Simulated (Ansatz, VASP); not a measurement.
## One calculation of SnSe2, two programs

```xyz
3
Lattice="3.8110 0.0000 0.0000 -1.9055 3.3004 0.0000 0.0000 0.0000 6.1360" Properties=species:S:1:pos:R:3 pbc="T T T"
Sn    0.0000    0.0000    0.0000
Se    1.9055    1.1001    4.6081
Se    0.0000    2.2003    1.5279
```

Alike in both runs: functional revPBE; k mesh 8 × 8 × 5; occupations fermi-dirac, width 0.05 eV; no spin polarisation.

|  | VASP | Ansatz |
| --- | --- | --- |
| version | VASP 6.6.1 | Ansatz 0.2.0 |
| potentials or method | VASP PAW PBE potentials, release 64 (Sn_d, Se) | Ansatz PAW |
| plane-wave cutoff (eV) | 520 | 420 |
| valence electrons in the cell | 26 | 46 |
| task | single point | band structure |

Ansatz gave:

- gap on the k mesh at the Fermi level (eV): 0.87
- least direct gap on the mesh (eV): 1.20
- pressure (GPa): 6.9
- traceless stress, the component that is largest in VASP (GPa): 1.03
- rms of the force components (eV/Å): 0.385

Task: Which values does VASP return?

Result: gap on the k mesh at the Fermi level (eV): 0.86; least direct gap on the mesh (eV): 1.19; pressure (GPa): 6.9; traceless stress, the component that is largest in VASP (GPa): 1.03; rms of the force components (eV/Å): 0.393.

VASP's potentials were made for PBE, not for revPBE. Atom by atom the forces differ by 0.007 eV/Å (rms over components). VASP's potentials hold 26 valence electrons a cell and Ansatz's 46, so a difference there can come from the potentials and not from the codes.

Noted on Ansatz's run: the k mesh misses the band edges, so the gap on the mesh is wider than the one along the path.
